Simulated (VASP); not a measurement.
# RbBr (Fm-3m) in VASP: notebook

The runs below take RbBr through single point, relaxation of cell and atoms, with PBEsol.

Program: VASP 6.6.1. These are calculated values, not measurements. Logs are shortened: lines on timing, memory, paths and dates and some standing lists are left out, and cuts for length are marked.

## (1) The cell of the first run

Symmetry: Fm-3m, No. 225, cubic system. The conventional cell has a = 6.383 Å, b = 6.383 Å, c = 6.383 Å, α = 90.00°, β = 90.00°, γ = 90.00°. Rb (site symmetry m-3m) has 6 Br at 3.19 Å within 4.2 Å. Within 4.2 Å of Br (site symmetry m-3m) lie 6 Rb at 3.19 Å.

## (2) Single point, PBEsol

File INCAR:

```
SYSTEM = RbBr
ALGO = Normal
EDIFF = 1E-6
ENCUT = 520
GGA = PS
ISIF = 2
ISMEAR = -1
LASPH = .TRUE.
LCHARG = .TRUE.
LELF = .TRUE.
LREAL = .FALSE.
LVHAR = .TRUE.
LWAVE = .FALSE.
NBANDS = 15
NELM = 100
PREC = Accurate
SIGMA = 0.05
```

File KPOINTS:

```
k-points
0
G
  7 7 7
  0 0 0
```

File POSCAR:

```
RbBr
1.0
    0.0000000000      3.1912854831      3.1912854831
    3.1912854831      0.0000000000      3.1912854831
    3.1912854831      3.1912854831      0.0000000000
Rb Br
1 1
Direct
    0.0000000000      0.0000000000      0.0000000000
    0.5000000000      0.5000000000      0.5000000000
```

Potentials or basis: VASP PAW PBE potentials, release 64 (Rb_sv, Br).

Run with:

```bash
> cat potpaw_PBE.64/Rb_sv/POTCAR potpaw_PBE.64/Br/POTCAR > POTCAR
> mpirun -np 1 vasp_std > vasp.out
```

OUTCAR:

```text
SYSTEM = RbBr
   EDIFF = 1E-6
   ENCUT = 520
   GGA = PS
   ISIF = 2
   ISMEAR = -1
   LASPH = .TRUE.
   LREAL = .FALSE.
   NELM = 100
   PREC = Accurate

 ion  position               nearest neighbor table
   1  0.000  0.000  0.000-   2 3.19   2 3.19   2 3.19   2 3.19   2 3.19   2 3.19
   2  0.500  0.500  0.500-   1 3.19   1 3.19   1 3.19   1 3.19   1 3.19   1 3.19

  LATTYP: Found a face centered cubic cell.
 ALAT       =     6.3825709662

  Lattice vectors:

 A1 = (   0.0000000000,   3.1912854831,   3.1912854831)
 A2 = (   3.1912854831,   0.0000000000,   3.1912854831)
 A3 = (   3.1912854831,   3.1912854831,   0.0000000000)

Analysis of symmetry for initial positions (statically):
=====================================================================
 Subroutine PRICEL returns:
 Original cell was already a primitive cell.

 Routine SETGRP: Setting up the symmetry group for a
 face centered cubic supercell.

 Subroutine GETGRP returns: Found 48 space group operations
 (whereof 48 operations were pure point group operations)
 out of a pool of 48 trial point group operations.

The static configuration has the point symmetry O_h .

Analysis of symmetry for dynamics (positions and initial velocities):
=====================================================================
 Subroutine PRICEL returns:
 Original cell was already a primitive cell.

 Routine SETGRP: Setting up the symmetry group for a
 face centered cubic supercell.

 Subroutine GETGRP returns: Found 48 space group operations
 (whereof 48 operations were pure point group operations)
 out of a pool of 48 trial point group operations.

The dynamic configuration has the point symmetry O_h .

 Subroutine INISYM returns: Found 48 space group operations
 (whereof 48 operations are pure point group operations),
 and found     1 'primitive' translations

----------------------------------------------------------------------------------------

                                     Primitive cell

  volume of cell :      65.0020

  direct lattice vectors                    reciprocal lattice vectors
     0.000000000  3.191285483  3.191285483    -0.156676675  0.156676675  0.156676675
     3.191285483  0.000000000  3.191285483     0.156676675 -0.156676675  0.156676675
     3.191285483  3.191285483  0.000000000     0.156676675  0.156676675 -0.156676675

  length of vectors
     4.513159212  4.513159212  4.513159212     0.271371962  0.271371962  0.271371962

  position of ions in fractional coordinates (direct lattice)
[... 83 lines left out ...]
   TEBEG  =    0.0;   TEEND  =   0.0 temperature during run
   PSTRESS=    0.0 pullay stress
   NELECT =      16.0000    total number of electrons
   NUPDOWN=      -1.0000    fix difference up-down
   EMIN   =  10.00;   EMAX   =-10.00  energy-range for DOS
   EFERMI =   0.00;   METHOD = LEGACY
   ISMEAR =    -1;   SIGMA  =   0.05  broadening in eV -4-tet -1-fermi 0-gaus
   EFERMI_NEDOS =   21; number of points for ismear=-14 and -15
   IALGO  =     38    algorithm
   IMIX   =      4    mixing-type and parameters
     AMIX     =   0.40;   BMIX     =  1.00
     AMIX_MAG =   1.60;   BMIX_MAG =  1.00
  volume/ion in A,a.u.               =      32.50       219.33
  Fermi-wavevector in a.u.,A,eV,Ry     =   1.025981  1.938822 14.321986  1.052636
  Thomas-Fermi vector in A             =   2.159849
   LORBIT       =      0    0 simple, 1 ext, 2 COOP (PROOUT), +10 PAW based schemes
   GGA     = PS    functional components
   LHFCALC =     F    Hartree Fock is set to
   AEXX    =    0.0000 exact exchange contribution
   IVDW    =     0    specifies the selected vdW correction
   LEPSILON=     F    determine dielectric tensor
   LRPA    =     F    only Hartree local field effects (RPA)
 non-spin polarized calculation
  energy-cutoff  :      520.00
  volume of cell :       65.00
 maximum number of plane-waves:      1807
 NGX is ok and might be reduce to    36
   NGX = 17   NGY = 17   NGZ = 17

 number of electron      16.0000001 magnetization

 Free energy of the ion-electron system (eV)
  ---------------------------------------------------
  ext. energy  EPLUGINS =         0.00000000
  ---------------------------------------------------
  free energy    TOTEN  =        -6.15806188 eV

  energy without entropy =       -6.15806188  energy(sigma->0) =       -6.15806188

 E-fermi :   0.1493     XC(G=0):  -8.3290

 val. band max:       -0.8905187498   @ k =   0.0000   0.0000   0.0000
 cond. band min:       3.8796632672   @ k =   0.0000   0.0000   0.0000
 fundamental gap:      4.7701820170
 Fermi energy:         0.1493080167

 k-point     1 :       0.0000    0.0000    0.0000
  band No.  band energies     occupation
      1     -24.8860      2.00000
      2     -13.3546      2.00000
      3      -8.9940      2.00000
      4      -8.9940      2.00000
      5      -8.9940      2.00000
      6      -0.8905      2.00000
      7      -0.8905      2.00000
      8      -0.8905      2.00000
      9       3.8797      0.00000
     10       6.2340      0.00000
     11       6.2340      0.00000
     12       6.2340      0.00000
     13       7.3115      0.00000
     14       7.3115      0.00000
[... 329 lines left out ...]
      2     -13.3521      2.00000
      3      -9.3131      2.00000
      4      -9.2160      2.00000
      5      -8.9431      2.00000
      6      -1.7013      2.00000
      7      -1.2948      2.00000
      8      -1.2932      2.00000
      9       5.8190      0.00000
     10       6.7177      0.00000
     11       8.2450      0.00000
     12       8.5693      0.00000
     13      10.1710      0.00000
     14      10.6223      0.00000
     15      11.7991      0.00000

------------------------ aborting loop because EDIFF is reached ----------------------------------------

  FORCE on cell =-STRESS in cart. coord.  units (eV):
  Direction    XX          YY          ZZ          XY          YZ          ZX
  --------------------------------------------------------------------------------------
  -------------------------------------------------------------------------------------
  Total        2.0700354      2.0700354      2.0700354     -0.0000000     -0.0000000      0.0000000
  in kB       51.0224601     51.0224601     51.0224601     -0.0000000     -0.0000000      0.0000000
  external PRESSURE =      51.0224601 kB  Pullay stress =       0.0000000 kB

 VOLUME and BASIS-vectors are now :
 -----------------------------------------------------------------------------
  energy-cutoff  :      520.00
  volume of cell :       65.00
      direct lattice vectors                 reciprocal lattice vectors
     0.000000000  3.191285483  3.191285483    -0.156676675  0.156676675  0.156676675
     3.191285483  0.000000000  3.191285483     0.156676675 -0.156676675  0.156676675
     3.191285483  3.191285483  0.000000000     0.156676675  0.156676675 -0.156676675

 POSITION                                       TOTAL-FORCE (eV/Angst)
 -----------------------------------------------------------------------------------
      0.00000      0.00000      0.00000        -0.000000      0.000000      0.000000
      3.19129      3.19129      3.19129         0.000000     -0.000000     -0.000000
 -----------------------------------------------------------------------------------
    total drift:                                0.000000      0.000000      0.000000

  FREE ENERGIE OF THE ION-ELECTRON SYSTEM (eV)
  ---------------------------------------------------
  free  energy   TOTEN  =        -6.1580618848 eV

  energy  without entropy=       -6.1580618847  energy(sigma->0) =       -6.15806188
```

It took 14 s on 1 thread of AMD EPYC 9R45 (Zen 5), shared host; peak memory 0.18 GiB.

Results:

| Property | Result |
| --- | --- |
| Free energy | -6.1581 eV |
| Pressure | 5.1 GPa |
| Band gap on the k mesh | 4.77 eV |

Levels at points of the mesh, in eV from the valence-band top:
| k point | band 5 | band 6 | band 7 | band 8 | band 9 | band 10 | band 11 | band 12 |
| --- | --- | --- | --- | --- | --- | --- | --- | --- |
| (0.00, 0.00, 0.00) | -8.10 | 0.00 | 0.00 | 0.00 | 4.77 | 7.12 | 7.12 | 7.12 |

Caveat: the cell stands under pressure; the PAW data sets were made with another functional, which shifts forces and pressure a little; an odd mesh through Γ misses points on the zone boundary, where band edges can lie.

## (3) Single point, PBEsol

This run uses another cell than the first one, of 40.17 Å³/atom.

File INCAR:

```
ALGO = Normal
EDIFF = 1E-6
ENCUT = 520
GGA = PS
ISIF = 2
ISMEAR = -1
LASPH = T
LCHARG = T
LELF = T
LREAL = F
LVHAR = T
LWAVE = F
NBANDS = 15
NELM = 60
PREC = Accurate
SIGMA = 0.05
```

File KPOINTS:

```
k-points
0
Gamma
  7 7 7
```

File POSCAR:

```
RbBr
1.0
    0.0000000000      3.4248724869      3.4248724869
    3.4248724869      0.0000000000      3.4248724869
    3.4248724869      3.4248724869      0.0000000000
Rb Br
1 1
Direct
    0.0000000000      0.0000000000      0.0000000000
    0.5000000000      0.5000000000      0.5000000000
```

Potentials or basis: VASP PAW PBE potentials, release 64 (Rb_sv, Br).

Run with:

```bash
> cat potpaw_PBE.64/Rb_sv/POTCAR potpaw_PBE.64/Br/POTCAR > POTCAR
> mpirun -np 1 vasp_std > vasp.out
```

OUTCAR:

```text
EDIFF = 1E-6
   ENCUT = 520
   GGA = PS
   ISIF = 2
   ISMEAR = -1
   LASPH = T
   LREAL = F
   NELM = 60
   PREC = Accurate

 ion  position               nearest neighbor table
   1  0.000  0.000  0.000-   2 3.42   2 3.42   2 3.42   2 3.42   2 3.42   2 3.42
   2  0.500  0.500  0.500-   1 3.42   1 3.42   1 3.42   1 3.42   1 3.42   1 3.42

  LATTYP: Found a face centered cubic cell.
 ALAT       =     6.8497449738

  Lattice vectors:
[... 538 lines left out ...]
     15       9.4798      0.00000

------------------------ aborting loop because EDIFF is reached ----------------------------------------

  FORCE on cell =-STRESS in cart. coord.  units (eV):
  Direction    XX          YY          ZZ          XY          YZ          ZX
  --------------------------------------------------------------------------------------
  -------------------------------------------------------------------------------------
  Total        0.0001200      0.0001200      0.0001200      0.0000000      0.0000000     -0.0000000
  in kB        0.0023934      0.0023934      0.0023934      0.0000000      0.0000000     -0.0000000
  external PRESSURE =       0.0023934 kB  Pullay stress =       0.0000000 kB

 VOLUME and BASIS-vectors are now :
 -----------------------------------------------------------------------------
  energy-cutoff  :      520.00
  volume of cell :       80.35
      direct lattice vectors                 reciprocal lattice vectors
     0.000000000  3.424872487  3.424872487    -0.145990837  0.145990837  0.145990837
     3.424872487  0.000000000  3.424872487     0.145990837 -0.145990837  0.145990837
     3.424872487  3.424872487  0.000000000     0.145990837  0.145990837 -0.145990837

 POSITION                                       TOTAL-FORCE (eV/Angst)
 -----------------------------------------------------------------------------------
      0.00000      0.00000      0.00000         0.000000      0.000000     -0.000000
      3.42487      3.42487      3.42487        -0.000000     -0.000000      0.000000
 -----------------------------------------------------------------------------------
    total drift:                                0.000000      0.000000      0.000000

  FREE ENERGIE OF THE ION-ELECTRON SYSTEM (eV)
  ---------------------------------------------------
  free  energy   TOTEN  =        -6.3553995757 eV

  energy  without entropy=       -6.3553995756  energy(sigma->0) =       -6.35539958
```

OSZICAR:

```text
N       E                     dE             d eps       ncg     rms          rms(c)
DAV:   1     0.810518722248E+02    0.81052E+02   -0.67073E+03   600   0.918E+02
DAV:   2    -0.108776944748E+01   -0.82140E+02   -0.74530E+02   831   0.163E+02
DAV:   3    -0.641558792155E+01   -0.53278E+01   -0.53075E+01   810   0.431E+01
DAV:   4    -0.655883462393E+01   -0.14325E+00   -0.14323E+00   871   0.620E+00
DAV:   5    -0.655991574797E+01   -0.10811E-02   -0.10811E-02   825   0.499E-01    0.278E+00
DAV:   6    -0.636154632239E+01    0.19837E+00   -0.23652E-01   754   0.227E+00    0.182E+00
DAV:   7    -0.634502301754E+01    0.16523E-01   -0.10358E-01   782   0.160E+00    0.924E-01
DAV:   8    -0.635473798348E+01   -0.97150E-02   -0.12036E-02   657   0.636E-01    0.105E-01
DAV:   9    -0.635501798505E+01   -0.28000E-03   -0.55035E-04   824   0.119E-01    0.604E-02
DAV:  10    -0.635539043385E+01   -0.37245E-03   -0.49643E-04   635   0.115E-01    0.224E-02
DAV:  11    -0.635539323007E+01   -0.27962E-05   -0.26214E-05   818   0.259E-02    0.769E-03
DAV:  12    -0.635539935253E+01   -0.61225E-05   -0.93402E-06   642   0.167E-02    0.149E-03
DAV:  13    -0.635539957574E+01   -0.22322E-06   -0.36519E-07   664   0.335E-03
   1 F= -.63553996E+01 E0= -.63553996E+01  d E =-.103336E-09
```

stdout:

```text
POSCAR found type information on POSCAR RbBr
 POSCAR found :  2 types and       2 ions
 scaLAPACK will be used
 -----------------------------------------------------------------------------
|                                                                             |
|                                                                             |
|     You enforced a specific xc type in the INCAR file but a different       |
|     I HOPE YOU KNOW WHAT YOU ARE DOING!                                     |
|                                                                             |
 -----------------------------------------------------------------------------

 LDA part: xc-table for (Slater+PW92), standard interpolation
 POSCAR, INCAR and KPOINTS ok, starting setup
 FFT: planning ... GRIDC
 FFT: planning ... GRID_SOFT
 FFT: planning ... GRID
 WAVECAR not read
 entering main loop
```

Run time: 14 s. Hardware: 1 thread of AMD EPYC 9R45 (Zen 5), shared host; peak memory 0.18 GiB.

What came out:

- Free energy: -6.3554 eV
- Pressure: 0.0 GPa
- Band gap on the k mesh: 4.22 eV

Caveat: the PAW data sets were made with another functional, which shifts forces and pressure a little; an odd mesh through Γ misses points on the zone boundary, where band edges can lie.

## (4) Relaxation of cell and atoms, PBEsol

This run uses another cell than the first one, of 40.25 Å³/atom.

File INCAR:

```
  PREC = Accurate
  ENCUT = 600
  EDIFF = 1E-6
  ISMEAR = -1
  SIGMA = 0.05
  LREAL = F
  LASPH = T
  NELM = 80
  ALGO = Normal
  ISIF = 3
  LWAVE = F
  LCHARG = F
  GGA = PS
  IBRION = 2
  NSW = 80
  EDIFFG = -0.01
```

File KPOINTS:

```
Automatic mesh
0
Gamma
  7 7 7
```

File POSCAR:

```
RbBr
1.0
    0.0000000000      3.4270000000      3.4270000000
    3.4270000000      0.0000000000      3.4270000000
    3.4270000000      3.4270000000      0.0000000000
Rb Br
1 1
Direct
    0.0000000000      0.0000000000      0.0000000000
    0.5000000000      0.5000000000      0.5000000000
```

Run with:

```bash
> cat potpaw_PBE.64/Rb_sv/POTCAR potpaw_PBE.64/Br/POTCAR > POTCAR
> mpirun -np 1 vasp_std > vasp.out
```

Wall time 14 s (1 thread of AMD EPYC 9R45 (Zen 5), shared host); peak memory 0.21 GiB.

Results (log left out):

```yaml
Free_energy: -6.3554 eV
Pressure_after_relaxing: 0.0 GPa
Band_gap_on_the_k_mesh: 4.21 eV
```

Final structure:
```yaml
crystal:
  lattice:
    - [0.00000, 3.42700, 3.42700]
    - [3.42700, 0.00000, 3.42700]
    - [3.42700, 3.42700, 0.00000]
  atoms:
    - { symbol: Rb, position: [0.00000, 0.00000, 0.00000] }
    - { symbol: Br, position: [0.50000, 0.50000, 0.50000] }
```

Levels at points of the mesh, in eV from the valence-band top:
| k point | band 4 | band 5 | band 6 | band 7 | band 8 | band 9 | band 10 | band 11 | band 12 |
| --- | --- | --- | --- | --- | --- | --- | --- | --- | --- |
| (0.00, 0.00, 0.00) | -8.44 | -8.44 | 0.00 | 0.00 | 0.00 | 4.21 | 7.20 | 7.20 | 7.20 |

Caveat: the relaxation stopped at its first step, so nothing moved; the PAW data sets were made with another functional, which shifts forces and pressure a little; an odd mesh through Γ misses points on the zone boundary, where band edges can lie.

(Continued in part 2 of 2.)
